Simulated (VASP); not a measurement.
Wanted: the native input for a VASP 6.6.1 run.

```yaml
Task: single point
Functional: PBEsol
Potentials_or_basis: VASP PAW PBE potentials, release 64 (Re)
Cutoff: 520 eV
k_mesh: 11 × 11 × 6
Occupations: fermi-dirac, width 0.05 eV
Spin: no spin polarisation
Dipole_correction: no
Further_INCAR_settings: ALGO = Normal; EDIFF = 1e-07; NBANDS = 14
```

The structure of Re lies in POSCAR:

```
Re
1.0
    2.7044413289      0.0000000000      0.0000000000
   -1.3522206645      2.3421148939      0.0000000000
    0.0000000000      0.0000000000      4.3671907899
Re
2
Direct
    0.6666666667      0.3333333333      0.7500000000
    0.3333333333      0.6666666667      0.2500000000
```

The input as run:

INCAR

```
SYSTEM = Re
ALGO = Normal
EDIFF = 1E-7
ENCUT = 520
GGA = PS
ISIF = 2
ISMEAR = -1
LASPH = .True.
LCHARG = .True.
LELF = .True.
LREAL = .False.
LVHAR = .True.
LWAVE = .False.
NBANDS = 14
NELM = 100
PREC = Accurate
SIGMA = 0.05
```

KPOINTS

```
k-points
0
Gamma
  11 11 6
  0 0 0
```

Potentials or basis: VASP PAW PBE potentials, release 64 (Re).

Run with:

```console
$ cat potpaw_PBE.64/Re/POTCAR > POTCAR
$ mpirun -np 1 vasp_std > vasp.out
```

It gave:

```json
{"Pressure": "22.8 GPa", "Band gap on the k mesh": "zero (band 7 reaches 10.05 eV, above the bottom of band 8 at 6.60 eV)"}
```

Caveat: the PAW data sets were made with another functional, which shifts forces and pressure a little; spin-orbit coupling is left out, which moves the levels of the heavy elements.

Wall time 16 s on 1 thread of Intel(R) Xeon(R) Platinum 8375C CPU @ 2.90GHz (Ice Lake) (shared host), peak memory 0.15 GiB.
